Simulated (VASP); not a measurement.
# ScAl2Sb2As (P4/mmm) in VASP: relaxation of cell and atoms with PBE

Aim: the relaxation of cell and atoms of ScAl2Sb2As with PBE.

All numbers are computed with VASP 6.6.1; they aren't measurements. Logs are shortened: lines on timing, memory, paths and dates and some standing lists are left out, and cuts for length are marked.

### Step 1. The cell of the first run

Symmetry: P4/mmm, No. 123, tetragonal system. The conventional cell has a = 5.532 Å, b = 5.532 Å, c = 5.515 Å, α = 90.00°, β = 90.00°, γ = 90.00°. Sc (site symmetry 4/mmm) has 2 As at 2.76 Å and 4 Al at 2.77 Å within 3.6 Å. Within 3.6 Å of Al (site symmetry mmm) lie 2 Sc at 2.77 Å and 4 Sb at 3.10 Å. Within 3.6 Å of Sb (site symmetry 4mm) lie 2 Sb at 2.73 to 2.78 Å and 4 Al at 3.10 Å. Within 3.6 Å of As (site symmetry 4/mmm) lie 2 Sc at 2.76 Å.

The cell was generated, and may not be a known phase.

### Step 2. Relaxation of cell and atoms, PBE

Contents of INCAR:

```
SYSTEM = ScAl2Sb2As
PREC = Accurate
ENCUT = 600
EDIFF = 1E-6
ISMEAR = 0
SIGMA = 0.1
LREAL = .FALSE.
LASPH = .TRUE.
NELM = 100
ALGO = Normal
ISIF = 3
LWAVE = .FALSE.
LCHARG = .FALSE.
GGA = PE
IBRION = 2
NSW = 100
EDIFFG = -0.01
```

Contents of KPOINTS:

```
Automatic mesh
0
G
  8 8 8
  0 0 0
```

Contents of POSCAR:

```
ScAl2Sb2As
1.0
    5.5321946259      0.0000000000      0.0000000000
    0.0000000000      5.5321946259      0.0000000000
    0.0000000000      0.0000000000      5.5150371160
Sc Al Sb As
1 2 2 1
Direct
    0.0000000000      0.0000000000      0.5000000000
    0.0000000000      0.5000000000      0.5000000000
    0.5000000000      0.0000000000      0.5000000000
    0.5000000000      0.5000000000      0.7524015279
    0.5000000000      0.5000000000      0.2475984721
    0.0000000000      0.0000000000      0.0000000000
```

Potentials or basis: VASP PAW PBE potentials, release 64 (Sc_sv, Al, Sb, As).

Launch:

```
> cat potpaw_PBE.64/Sc_sv/POTCAR potpaw_PBE.64/Al/POTCAR potpaw_PBE.64/Sb/POTCAR potpaw_PBE.64/As/POTCAR > POTCAR
> mpirun -np 1 vasp_std > vasp.out
```

OUTCAR:

```text
SYSTEM = ScAl2Sb2As
   PREC = Accurate
   ENCUT = 600
   EDIFF = 1E-6
   ISMEAR = 0
   LREAL = .FALSE.
   LASPH = .TRUE.
   NELM = 100
   ISIF = 3
   GGA = PE
   IBRION = 2
   NSW = 100
   EDIFFG = -0.01

 ion  position               nearest neighbor table
   1  0.000  0.000  0.500-   6 2.76   6 2.76   2 2.77   3 2.77   2 2.77   3 2.77
   2  0.000  0.500  0.500-   1 2.77   1 2.77   5 3.10   4 3.10   4 3.10   5 3.10
   3  0.500  0.000  0.500-   1 2.77   1 2.77   5 3.10   4 3.10   5 3.10   4 3.10
   4  0.500  0.500  0.752-   5 2.73   5 2.78   2 3.10   3 3.10   3 3.10   2 3.10
   5  0.500  0.500  0.248-   4 2.73   4 2.78   3 3.10   2 3.10   3 3.10   2 3.10
   6  0.000  0.000  0.000-   1 2.76   1 2.76

  LATTYP: Found a simple tetragonal cell.
 ALAT       =     5.5321946259
 C/A-ratio  =     0.9968986070

  Lattice vectors:

 A1 = (   5.5321946259,   0.0000000000,   0.0000000000)
 A2 = (   0.0000000000,   5.5321946259,   0.0000000000)
 A3 = (   0.0000000000,   0.0000000000,   5.5150371160)

Analysis of symmetry for initial positions (statically):
=====================================================================
 Subroutine PRICEL returns:
 Original cell was already a primitive cell.

 Routine SETGRP: Setting up the symmetry group for a
 simple tetragonal supercell.

 Subroutine GETGRP returns: Found 16 space group operations
 (whereof 16 operations were pure point group operations)
 out of a pool of 16 trial point group operations.

The static configuration has the point symmetry D_4h.

Analysis of symmetry for dynamics (positions and initial velocities):
=====================================================================
 Subroutine PRICEL returns:
 Original cell was already a primitive cell.

 Routine SETGRP: Setting up the symmetry group for a
 simple tetragonal supercell.

 Subroutine GETGRP returns: Found 16 space group operations
 (whereof 16 operations were pure point group operations)
 out of a pool of 16 trial point group operations.

The dynamic configuration has the point symmetry D_4h.

 Subroutine INISYM returns: Found 16 space group operations
 (whereof 16 operations are pure point group operations),
 and found     1 'primitive' translations

----------------------------------------------------------------------------------------

                                     Primitive cell

  volume of cell :     168.7887

  direct lattice vectors                    reciprocal lattice vectors
     5.532194626  0.000000000  0.000000000     0.180760090  0.000000000  0.000000000
     0.000000000  5.532194626  0.000000000     0.000000000  0.180760090  0.000000000
     0.000000000  0.000000000  5.515037116     0.000000000  0.000000000  0.181322442

  length of vectors
     5.532194626  5.532194626  5.515037116     0.180760090  0.180760090  0.181322442

  position of ions in fractional coordinates (direct lattice)
     0.000000000  0.000000000  0.500000000
     0.000000000  0.500000000  0.500000000
     0.500000000  0.000000000  0.500000000
     0.500000000  0.500000000  0.752401528
     0.500000000  0.500000000  0.247598472
     0.000000000  0.000000000  0.000000000

  ion indices of the primitive-cell ions
   primitive index   ion index
                 1           1
                 2           2
                 3           3
                 4           4
                 5           5
                 6           6

----------------------------------------------------------------------------------------

 KPOINTS: Automatic mesh

Automatic generation of k-mesh.
 Grid dimensions read from file:
 generate k-points for:    8    8    8

 Generating k-lattice:

  Cartesian coordinates                     Fractional coordinates (reciprocal lattice)
     0.022595011  0.000000000  0.000000000     0.125000000  0.000000000  0.000000000
     0.000000000  0.022595011  0.000000000     0.000000000  0.125000000  0.000000000
     0.000000000  0.000000000  0.022665305     0.000000000  0.000000000  0.125000000

  Length of vectors
     0.022595011  0.022595011  0.022665305

  Shift w.r.t. Gamma in fractional coordinates (k-lattice)
     0.000000000  0.000000000  0.000000000

 Subroutine IBZKPT returns following result:
 ===========================================

 Found     75 irreducible k-points:

 Following reciprocal coordinates:
            Coordinates               Weight
  0.000000  0.000000  0.000000      1.000000
  0.125000  0.000000  0.000000      4.000000
  0.250000  0.000000  0.000000      4.000000
  0.375000  0.000000  0.000000      4.000000
  0.500000  0.000000  0.000000      2.000000
  0.125000  0.125000  0.000000      4.000000
[... 16 lines left out ...]
  0.375000  0.125000  0.125000     16.000000
  0.500000  0.125000  0.125000      8.000000
 [... further k-points ...]
   k-points           NKPTS =     75   k-points in BZ     NKDIM =     75   number of bands    NBANDS=     20
   number of dos      NEDOS =    301   number of ions     NIONS =      6
   total plane-waves  NPLWV = 110592
   dimension x,y,z NGX =    48 NGY =   48 NGZ =   48
   dimension x,y,z NGXF=    96 NGYF=   96 NGZF=   96
   ions per type =               1   2   2   1
   NGX,Y,Z   is equivalent  to a cutoff of  14.42, 14.42, 14.47 a.u.
   NGXF,Y,Z  is equivalent  to a cutoff of  28.85, 28.85, 28.94 a.u.
 SYSTEM =  ScAl2Sb2As
   PREC   = accura    normal or accurate (medium, high low for compatibility)
   ISTART =      0    job   : 0-new  1-cont  2-samecut
   ICHARG =      2    charge: 1-file 2-atom 10-const
   ISPIN  =      1    spin polarized calculation?
   LNONCOLLINEAR =      F non collinear calculations
   LSORBIT =      F    spin-orbit coupling
   LASPH  =      T    aspherical Exc in radial PAW
   ENCUT  =  600.0 eV  44.10 Ry    6.64 a.u.  11.05 11.05 11.01*2*pi/ulx,y,z
   NELM   =    100;   NELMIN=  2; NELMDL= -5     # of ELM steps
   EDIFF  = 0.1E-05   stopping-criterion for ELM
   LREAL  =      F    real-space projection
   EDIFFG = -.1E-01   stopping-criterion for IOM
   NSW    =    100    number of steps for IOM
   IBRION =      2    ionic relax: 0-MD 1-quasi-New 2-CG
   NFREE  =      1    steps in history (QN), initial steepest desc. (CG)
   ISIF   =      3    stress and relaxation
   ISYM   =      2    0-nonsym 1-usesym 2-fastsym
   POTIM  = 0.5000    time-step for ionic-motion
   TEBEG  =    0.0;   TEEND  =   0.0 temperature during run
   PSTRESS=    0.0 pullay stress
   NELECT =      32.0000    total number of electrons
   NUPDOWN=      -1.0000    fix difference up-down
   EMIN   =  10.00;   EMAX   =-10.00  energy-range for DOS
   EFERMI =   0.00;   METHOD = LEGACY
   ISMEAR =     0;   SIGMA  =   0.10  broadening in eV -4-tet -1-fermi 0-gaus
   EFERMI_NEDOS =   21; number of points for ismear=-14 and -15
   IALGO  =     38    algorithm
   IMIX   =      4    mixing-type and parameters
     AMIX     =   0.40;   BMIX     =  1.00
     AMIX_MAG =   1.60;   BMIX_MAG =  1.00
  volume/ion in A,a.u.               =      28.13       189.84
  Fermi-wavevector in a.u.,A,eV,Ry     =   0.940467  1.777226 12.034064  0.884479
  Thomas-Fermi vector in A             =   2.067882
   LORBIT       =      0    0 simple, 1 ext, 2 COOP (PROOUT), +10 PAW based schemes
   GGA     = PE    functional components
   LHFCALC =     F    Hartree Fock is set to
   AEXX    =    0.0000 exact exchange contribution
   IVDW    =     0    specifies the selected vdW correction
   LEPSILON=     F    determine dielectric tensor
   LRPA    =     F    only Hartree local field effects (RPA)
 conjugate gradient relaxation of ions
 non-spin polarized calculation
 Gauss-broadening in eV      SIGMA  =   0.10
  energy-cutoff  :      600.00
  volume of cell :      168.79
 maximum number of plane-waves:      5666
 NGX is ok and might be reduce to    48
   NGX = 23   NGY = 23   NGZ = 23

--------------------------------------- Ionic step        1  -------------------------------------------

 number of electron      31.9999995 magnetization

 Free energy of the ion-electron system (eV)
  ---------------------------------------------------
  ext. energy  EPLUGINS =         0.00000000
  ---------------------------------------------------
  free energy    TOTEN  =       -23.79159776 eV

  energy without entropy =      -23.75844558  energy(sigma->0) =      -23.77502167

------------------------ aborting loop because EDIFF is reached ----------------------------------------

  FORCE on cell =-STRESS in cart. coord.  units (eV):
  Direction    XX          YY          ZZ          XY          YZ          ZX
  --------------------------------------------------------------------------------------
  -------------------------------------------------------------------------------------
  Total       -0.7090782     -0.7090782      3.2480107      0.0000000     -0.0000000      0.0000000
  in kB       -6.7307180     -6.7307180     30.8307929      0.0000000     -0.0000000      0.0000000
  external PRESSURE =       5.7897856 kB  Pullay stress =       0.0000000 kB
[... 65 lines left out ...]
  energy  without entropy=      -23.7979330236  energy(sigma->0) =      -23.81387795

--------------------------------------- Ionic step        3  -------------------------------------------

 number of electron      31.9999999 magnetization

 E-fermi :   4.2550     XC(G=0):  -8.9408

 val. band max:        4.2549410089   @ k =   0.2500   0.0000   0.1250
 cond. band min:       4.2613944833   @ k =   0.5000   0.3750   0.1250
 fundamental gap:      0.0064534744
 Fermi energy:         4.2549581089

 k-point     1 :       0.0000    0.0000    0.0000
  band No.  band energies     occupation
      1     -44.9309      2.00000
      2     -23.6311      2.00000
      3     -23.6311      2.00000
      4     -23.5480      2.00000
      5      -7.1409      2.00000
      6      -5.3546      2.00000
[... 12 lines left out ...]
     19       6.0573      0.00000
[... 513 lines left out ...]
      4     -23.5481      2.00000
      5      -6.8209      2.00000
      6      -5.5092      2.00000
[... 12 lines left out ...]
     19       5.4802      0.00000
     20       5.5969      0.00000

 [... further k-points ...]

------------------------ aborting loop because EDIFF is reached ----------------------------------------

  FORCE on cell =-STRESS in cart. coord.  units (eV):
  Direction    XX          YY          ZZ          XY          YZ          ZX
  --------------------------------------------------------------------------------------
  -------------------------------------------------------------------------------------
  Total       -0.7795779     -0.7795779     -0.3281487      0.0000000      0.0000000      0.0000000
  in kB       -7.3072846     -7.3072846     -3.0758649      0.0000000      0.0000000      0.0000000
  external PRESSURE =      -5.8968113 kB  Pullay stress =       0.0000000 kB
[... 145 lines left out ...]
  energy  without entropy=      -23.8064560276  energy(sigma->0) =      -23.82208096

--------------------------------------- Ionic step        7  -------------------------------------------

 number of electron      32.0000002 magnetization

 Free energy of the ion-electron system (eV)
  ---------------------------------------------------
  ext. energy  EPLUGINS =         0.00000000
  ---------------------------------------------------
  free energy    TOTEN  =       -23.83775972 eV

  energy without entropy =      -23.80646667  energy(sigma->0) =      -23.82211320

 E-fermi :   4.4154     XC(G=0):  -9.0132

 val. band max:        4.4094992743   @ k =   0.5000   0.0000   0.0000
 cond. band min:       4.4202265349   @ k =   0.5000   0.3750   0.3750
 fundamental gap:      0.0107272606
 Fermi energy:         4.4153716347

 k-point     1 :       0.0000    0.0000    0.0000
  band No.  band energies     occupation
      1     -44.7155      2.00000
      2     -23.4215      2.00000
      3     -23.4215      2.00000
      4     -23.3422      2.00000
      5      -7.0499      2.00000
      6      -5.2045      2.00000
[... 12 lines left out ...]
     19       6.2376      0.00000
[... 513 lines left out ...]
      4     -23.3423      2.00000
      5      -6.7104      2.00000
      6      -5.3765      2.00000
[... 12 lines left out ...]
     19       5.6490      0.00000
     20       5.7533      0.00000

 [... further k-points ...]

------------------------ aborting loop because EDIFF is reached ----------------------------------------

  FORCE on cell =-STRESS in cart. coord.  units (eV):
  Direction    XX          YY          ZZ          XY          YZ          ZX
  --------------------------------------------------------------------------------------
  -------------------------------------------------------------------------------------
  Total        0.0080842      0.0080842     -0.0090042      0.0000000      0.0000000     -0.0000000
  in kB        0.0771746      0.0771746     -0.0859568      0.0000000      0.0000000     -0.0000000
  external PRESSURE =       0.0227974 kB  Pullay stress =       0.0000000 kB
[... 21 lines left out ...]
  FREE ENERGIE OF THE ION-ELECTRON SYSTEM (eV)
  ---------------------------------------------------
  free  energy   TOTEN  =       -23.8377597248 eV

  energy  without entropy=      -23.8064666724  energy(sigma->0) =      -23.82211320

 reached required accuracy - stopping structural energy minimisation
```

Run time: 12 min. Hardware: 1 thread of Intel Xeon 6975P-C (Granite Rapids), shared host; peak memory 0.62 GiB.

What came out:

```
Free energy                           : -23.8378 eV
Relaxed volume                        : 27.97 Å³/atom
Relaxed cell                          : a = 5.452 Å, b = 5.452 Å, c = 5.646 Å, α = 90.00°, β = 90.00°, γ = 90.00°
Space group after relaxing (to 0.1 Å) : P4/mmm (No. 123)
Energy gained by relaxing             : 7.7 meV/atom
Ionic steps                           : 7
Pressure after relaxing               : 0.0 GPa
Band gap on the k mesh                : zero (bands 16 and 17 overlap by 1.25 eV)
```

Step by step:
| step | energy change (eV) | largest force (eV/Å) | pressure (GPa) | volume (Å³) |
| --- | --- | --- | --- | --- |
| 1 | 0.0000 | 0.0583 | 0.58 | 168.79 |
| 2 | -0.0382 | 0.0318 | -0.73 | 171.23 |
| 3 | -0.0389 | 0.0223 | -0.59 | 170.93 |
| 4 | -0.0456 | 0.0152 | -0.16 | 168.68 |
| 5 | -0.0461 | 0.0298 | 0.00 | 167.89 |
| 6 | -0.0461 | 0.0309 | 0.01 | 167.83 |
| 7 | -0.0462 | 0.0014 | 0.00 | 167.83 |

Final structure:
```yaml
crystal:
  lattice:
    - [5.45223, 0.00000, 0.00000]
    - [0.00000, 5.45223, 0.00000]
    - [0.00000, 0.00000, 5.64583]
  atoms:
    - { symbol: Sc, position: [0.00000, 0.00000, 0.50000] }
    - { symbol: Al, position: [0.00000, 0.50000, 0.50000] }
    - { symbol: Al, position: [0.50000, 0.00000, 0.50000] }
    - { symbol: Sb, position: [0.50000, 0.50000, 0.75294] }
    - { symbol: Sb, position: [0.50000, 0.50000, 0.24706] }
    - { symbol: As, position: [0.00000, 0.00000, 0.00000] }
```

Levels at points of the mesh, in eV from the Fermi level:
| k point | band 12 | band 13 | band 14 | band 15 | band 16 | band 17 | band 18 | band 19 | band 20 |
| --- | --- | --- | --- | --- | --- | --- | --- | --- | --- |
| (0.00, 0.00, 0.00) | -2.88 | -1.35 | -0.28 | -0.28 | -0.03 | -0.03 | 0.85 | 1.82 | 1.82 |
| (0.50, 0.00, 0.00) | -2.23 | -1.29 | -0.68 | -0.01 | 0.05 | 0.36 | 0.44 | 0.74 | 1.41 |
| (0.50, 0.50, 0.00) | -1.46 | -1.46 | -1.33 | -0.56 | -0.56 | 0.04 | 1.05 | 1.05 | 1.10 |
| (0.00, 0.00, 0.50) | -2.19 | -2.19 | -1.66 | -0.23 | 0.34 | 0.34 | 0.91 | 0.92 | 1.13 |
| (0.50, 0.00, 0.50) | -2.06 | -1.58 | -1.31 | -1.09 | -0.44 | 0.16 | 0.26 | 0.63 | 1.26 |
| (0.50, 0.50, 0.50) | -3.31 | -0.80 | 0.06 | 0.29 | 0.49 | 0.82 | 0.82 | 1.54 | 2.26 |

Caveat: spin-orbit coupling is left out, which moves the levels of the heavy elements.
